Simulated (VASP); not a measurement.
# CuSi8O16 (a cell with a defect): relaxation of the atoms with LDA

System: CuSi8O16 (a cell with a defect).

```xyz
25
Lattice="-4.7460 -4.7460 0.0000 4.7460 -4.7460 0.0000 0.0000 0.0000 6.4450" Properties=species:S:1:pos:R:3 pbc="T T T"
Si    1.5363   -3.2097    0.0000
Si    0.8367   -0.8367    1.6113
Si   -1.5363   -6.2823    3.2225
Si    3.9093   -3.9093    4.8338
Si   -3.2097   -3.2097    0.0000
Si    0.8367   -5.5827    1.6113
Si   -1.5363   -1.5363    3.2225
Si   -0.8367   -3.9093    4.8338
O     1.1096   -4.0123    1.2838
O    -3.1067   -6.0094    2.8951
O    -1.1096   -5.4797    4.5063
O     3.1067   -3.4826    6.1176
O    -1.2634   -7.8527    3.5499
O    -0.7337   -5.8556    1.9387
O     1.2634   -1.6393    0.3274
O     0.7337   -3.6364    5.1612
O    -3.6364   -4.0123    1.2838
O     1.6393   -6.0094    2.8951
O     3.6364   -5.4797    4.5063
O    -1.6393   -3.4826    6.1176
O    -1.2634   -3.1067    3.5499
O    -0.7337   -1.1096    1.9387
O     1.2634   -6.3853    0.3274
O     0.7337   -8.3824    5.1612
Cu   -0.8052   -6.3223    6.3415
```

```json
{
  "Program": "VASP 6.6.1",
  "Task": "relaxation of the atoms",
  "Functional": "LDA",
  "Potentials or basis": "VASP PAW LDA potentials, release 64 (Si, O, Cu)",
  "Cutoff": "520 eV",
  "k mesh": "1 × 1 × 2",
  "Occupations": "fermi-dirac, width 0.05 eV",
  "Spin": "no spin polarisation",
  "Dipole correction": "no",
  "Charge": "1",
  "Further INCAR settings": "LREAL = Auto; ALGO = Normal; EDIFF = 1e-06; IBRION = 2; EDIFFG = -0.08; NSW = 45; NELECT = 138.0"
}
```

```json
{
  "Energy gained by relaxing": "39.7 meV/atom",
  "Ionic steps": "32",
  "Largest force after relaxing": "0.074 eV/Å"
}
```

Forces on the atoms (eV/Å):
```
Si   0.019  0.018 -0.034
Si   0.006 -0.026 -0.003
Si   0.024  0.033  0.014
Si  -0.029  0.012 -0.018
Si   0.056 -0.001 -0.029
Si  -0.036  0.005 -0.006
Si   0.032  0.023  0.018
Si  -0.014 -0.042 -0.011
O   -0.040 -0.020 -0.014
O   -0.013 -0.016 -0.015
O   -0.016 -0.039  0.060
O    0.002  0.007  0.009
O   -0.046  0.024  0.014
O    0.006  0.018 -0.021
O    0.026 -0.018 -0.023
O   -0.001  0.001 -0.021
O   -0.005  0.010  0.003
O   -0.006 -0.014 -0.024
O   -0.001 -0.025 -0.005
O    0.043 -0.016 -0.003
O    0.023  0.022  0.021
O    0.000  0.016  0.016
O   -0.014  0.031  0.045
O   -0.002 -0.015  0.006
Cu  -0.012  0.012  0.020
```

The path:
```tsv
step	energy change (eV)	largest force (eV/Å)	pressure (GPa)
1	0.0000	3.4657	4.11
2	4.4635	10.6683	7.94
3	-0.6678	0.8592	2.59
4	-0.6680	0.8669	2.59
5	-0.7731	1.0094	0.62
6	-0.7780	0.7623	0.94
7	-0.8409	0.6133	-0.75
8	-0.8415	0.5275	-0.60
9	-0.8680	0.4504	-1.35
10	-0.8681	0.4494	-1.40
11	-0.8873	0.4150	-1.64
12	-0.8914	0.3903	-1.80
13	-0.9078	0.3534	-1.75
14	-0.9105	0.4241	-1.72
15	-0.9216	0.3181	-1.68
16	-0.9362	0.2549	-1.53
17	-0.9366	0.2446	-1.50
18	-0.9431	0.2356	-1.54
19	-0.9473	0.3376	-1.58
20	-0.9527	0.2578	-1.63
21	-0.9639	0.1921	-1.78
22	-0.9621	0.4491	-2.02
23	-0.9671	0.2588	-1.88
24	-0.9736	0.1643	-1.93
25	-0.9747	0.1900	-1.96
26	-0.9792	0.1523	-1.94
27	-0.9820	0.2147	-1.91
28	-0.9862	0.1099	-1.85
29	-0.9877	0.1597	-1.79
30	-0.9901	0.0981	-1.71
31	-0.9909	0.1247	-1.63
32	-0.9925	0.0735	-1.56
```

Final structure:
```yaml
crystal:
  lattice:
    - [-4.74600, -4.74600, 0.00000]
    - [4.74600, -4.74600, 0.00000]
    - [0.00000, 0.00000, 6.44500]
  atoms:
    - { symbol: Si, position: [0.18008, 0.50153, 0.00046] }
    - { symbol: Si, position: [0.00095, 0.17138, 0.25132] }
    - { symbol: Si, position: [0.83170, 0.50475, 0.49751] }
    - { symbol: Si, position: [0.00178, 0.83386, 0.74824] }
    - { symbol: Si, position: [0.67231, 0.00225, 0.00011] }
    - { symbol: Si, position: [0.49227, 0.68198, 0.25500] }
    - { symbol: Si, position: [0.32704, 0.00305, 0.50023] }
    - { symbol: Si, position: [0.49431, 0.32456, 0.74414] }
    - { symbol: O, position: [0.30670, 0.53828, 0.20813] }
    - { symbol: O, position: [0.96171, 0.31064, 0.45164] }
    - { symbol: O, position: [0.68993, 0.46717, 0.70199] }
    - { symbol: O, position: [0.03489, 0.68988, 0.95028] }
    - { symbol: O, position: [0.96427, 0.69671, 0.54591] }
    - { symbol: O, position: [0.69262, 0.54430, 0.29147] }
    - { symbol: O, position: [0.03382, 0.31402, 0.04857] }
    - { symbol: O, position: [0.30807, 0.46625, 0.79362] }
    - { symbol: O, position: [0.80811, 0.03798, 0.20245] }
    - { symbol: O, position: [0.46364, 0.80895, 0.46260] }
    - { symbol: O, position: [0.19174, 0.97226, 0.70499] }
    - { symbol: O, position: [0.53583, 0.19408, 0.94989] }
    - { symbol: O, position: [0.46659, 0.19506, 0.53800] }
    - { symbol: O, position: [0.19271, 0.03564, 0.29533] }
    - { symbol: O, position: [0.53011, 0.81413, 0.04932] }
    - { symbol: O, position: [0.80671, 0.96357, 0.79737] }
    - { symbol: Cu, position: [0.76301, 0.50896, 0.99538] }
```

Levels at points of the mesh, in eV from the Fermi level:
```csv
k point,band 66,band 67,band 68,band 69,band 70,band 71,band 72,band 73
"(0.00, 0.00, 0.00)",-1.82,-1.78,-1.45,-1.28,1.45,3.76,4.49,4.54
"(0.00, 0.00, 0.50)",-1.89,-1.79,-1.45,-1.16,2.68,3.38,4.50,4.97
```

Run time: 15 min on 1 thread of Intel(R) Xeon(R) Platinum 8559C (Emerald Rapids) (shared host), peak memory 0.28 GiB.

Caveat: the k points lie up to 0.94 Å⁻¹ apart, too coarse for converged energies, forces and pressures; the cell carries a net charge on a neutralising background, which shifts energy and pressure; the cell is charged against a uniform background, so pressure and absolute levels hang on convention; the relaxation stopped at a loose force limit of 0.08 eV/Å, so its end isn't a converged minimum.
